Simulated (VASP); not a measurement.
Set up this calculation in VASP 6.6.1, as the native input.

| Property | Result |
| --- | --- |
| Task | single point |
| Functional | PBEsol |
| Potentials or basis | VASP PAW PBE potentials, release 64 (Gd, O) |
| Cutoff | 520 eV |
| k mesh | 9 × 9 × 9 |
| Occupations | fermi-dirac, width 0.05 eV |
| Spin | collinear spin, ferromagnetic start |
| Starting moments | [7.0, 0.0] μB |
| Dipole correction | no |
| Further INCAR settings | ALGO = Normal; EDIFF = 1e-06; NBANDS = 23 |

The structure of GdO lies in POSCAR:

```
GdO
1.0
    0.0000000000      2.6175206013      2.6175206013
    2.6175206013      0.0000000000      2.6175206013
    2.6175206013      2.6175206013      0.0000000000
Gd O
1 1
Direct
    0.0000000000      0.0000000000      0.0000000000
    0.2500000000      0.2500000000      0.2500000000
```

The input as run:

INCAR

```
PREC = Accurate ; ENCUT = 520
EDIFF = 1E-6 ; ISMEAR = -1
SIGMA = 0.05 ; LREAL = F
LASPH = T ; NELM = 150
ALGO = Normal ; ISIF = 2
LWAVE = F ; LCHARG = T
ISPIN = 2 ; MAGMOM = 7 0
LORBIT = 11 ; LMAXMIX = 6
GGA = PS ; LELF = T
LVHAR = T ; NBANDS = 23
```

KPOINTS

```
regular mesh
0
Gamma
  9 9 9
```

Potentials or basis: VASP PAW PBE potentials, release 64 (Gd, O).

Launch:

```sh
$ cat potpaw_PBE.64/Gd/POTCAR potpaw_PBE.64/O/POTCAR > POTCAR
$ mpirun -np 1 vasp_std > vasp.out
```

It gave:

```json
{
  "Pressure": "5.3 GPa",
  "Net moment": "7.50 μB per cell",
  "Site moments": "Gd +6.87; O -0.03 μB",
  "Valence electrons inside the program's atomic spheres": "Gd 15.28; O 5.01"
}
```

Caveat: the PAW data sets were made with another functional, which shifts forces and pressure a little; a cell with one magnetic atom can't hold antiferromagnetic order, which such compounds often take.

It took 79 s on 1 thread of Intel Xeon 6975P-C, on a shared host, peak memory 0.21 GiB.
